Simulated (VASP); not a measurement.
NaCl (Halite), 2 atoms in the cell. Symmetry: Fm-3m, No. 225, cubic system. Conventional cell: a = 5.224 Å, b = 5.224 Å, c = 5.224 Å, α = 90.00°, β = 90.00°, γ = 90.00°. Within 3.4 Å of Na (site symmetry m-3m) lie 6 Cl at 2.61 Å. Within 3.4 Å of Cl (site symmetry m-3m) lie 6 Na at 2.61 Å. 

| Item | Value |
| --- | --- |
| Program | VASP 6.6.1 |
| Task | single point |
| Functional | PBEsol |
| Potentials or basis | VASP PAW PBE potentials, release 64 (Na_pv, Cl) |
| Cutoff | 520 eV |
| k mesh | 8 × 8 × 8 |
| Occupations | gaussian, width 0.01 eV |
| Spin | no spin polarisation |
| Dipole correction | no |
| Further INCAR settings | ALGO = Normal; EDIFF = 1e-06; NBANDS = 14 |

Potentials or basis: VASP PAW PBE potentials, release 64 (Na_pv, Cl).

Run with:

```console
$ cat potpaw_PBE.64/Na_pv/POTCAR potpaw_PBE.64/Cl/POTCAR > POTCAR
$ mpirun -np 1 vasp_std > vasp.out
```

Hardware: 1 thread of Intel Xeon 8259CL (shared host).

Task: How long does it take, and how much memory?

Result: It took 21 s on 1 thread of Intel Xeon 8259CL, on a shared host, peak memory 0.15 GiB. Counts: scf iterations 12, k points 29.
